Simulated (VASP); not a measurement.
Tl: single point with PBE

Tl:

```xyz
1
Lattice="3.2512 0.0000 0.0000 0.0000 3.2512 0.0000 0.0000 0.0000 3.2512" Properties=species:S:1:pos:R:3 pbc="T T T"
Tl    0.0000    0.0000    0.0000
```

```json
{
 "Program": "VASP 6.6.1",
 "Task": "single point",
 "Functional": "PBE",
 "Potentials or basis": "VASP PAW PBE potentials, release 64 (Tl_d)",
 "Cutoff": "520 eV",
 "k mesh": "13 × 13 × 13",
 "Occupations": "fermi-dirac, width 0.05 eV",
 "Spin": "no spin polarisation",
 "Dipole correction": "no",
 "Further INCAR settings": "ALGO = Normal; EDIFF = 1e-06; NBANDS = 12"
}
```

```
Pressure : -0.1 GPa
```

Levels at points of the mesh, in eV from the Fermi level:
```csv
k point,band 2,band 3,band 4,band 5,band 6,band 7,band 8,band 9,band 10,band 11
"(0.00, 0.00, 0.00)",-12.17,-11.31,-11.31,-11.31,-9.35,6.38,6.38,6.38,9.02,10.73
```

It took 6.6 s on 1 thread of Intel(R) Xeon(R) 6975P-C (Granite Rapids), with other jobs on the host, peak memory 0.15 GiB.

Caveat: spin-orbit coupling is left out, which moves the levels of the heavy elements.
